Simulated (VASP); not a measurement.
Set up this calculation in VASP 6.6.1, as the native input.

```
Task                   : relaxation of cell and atoms
Functional             : PBEsol
Potentials or basis    : VASP PAW PBE potentials, release 64 (Ta_pv)
Cutoff                 : 600 eV
k mesh                 : 24 × 24 × 24
Occupations            : fermi-dirac, width 0.1 eV
Spin                   : no spin polarisation
Target pressure        : 4 GPa
Dipole correction      : no
Further INCAR settings : ALGO = Normal; EDIFF = 1e-06; IBRION = 2; EDIFFG = -0.002; NSW = 100; ISIF = 3
```

The structure of Ta lies in POSCAR:

```
Ta
1.0
   -1.6411113355      1.6411113355      1.6411113355
    1.6411113355     -1.6411113355      1.6411113355
    1.6411113355      1.6411113355     -1.6411113355
Ta
1
Direct
    0.0000000000      0.0000000000      0.0000000000
```

These files were run (other wordings do the same):

INCAR

```
SYSTEM = Ta
ALGO = Normal
EDIFF = 1E-6
EDIFFG = -0.002
ENCUT = 600
GGA = PS
IBRION = 2
ISIF = 3
ISMEAR = -1
LASPH = .True.
LCHARG = .False.
LREAL = .False.
LWAVE = .False.
NELM = 80
NSW = 100
PREC = Accurate
PSTRESS = 40.0
SIGMA = 0.1
```

KPOINTS

```
k-points
0
Gamma
  24 24 24
  0 0 0
```

Potentials or basis: VASP PAW PBE potentials, release 64 (Ta_pv).

The run is started by

```sh
$ cat potpaw_PBE.64/Ta_pv/POTCAR > POTCAR
$ mpirun -np 1 vasp_std > vasp.out
```

Results of the run:

```
Relaxed volume                                         : 17.37 Å³/atom
Relaxed cell                                           : a = 2.826 Å, b = 2.826 Å, c = 2.826 Å, α = 109.47°, β = 109.47°, γ = 109.47°
Space group after relaxing (to 0.05 Å)                 : Im-3m (No. 229)
Energy change on relaxing (the enthalpy is what falls) : +4.0 meV/atom
Ionic steps                                            : 4
Pressure after relaxing                                : 4.0 GPa
```

Caveat: the cell is relaxed towards a set pressure, so the enthalpy falls and the energy may rise; the PAW data sets were made with another functional, which shifts forces and pressure a little.

It took 2 min on 1 thread of AMD EPYC 9R45 (Zen 5), with other jobs on the host, peak memory 0.19 GiB.
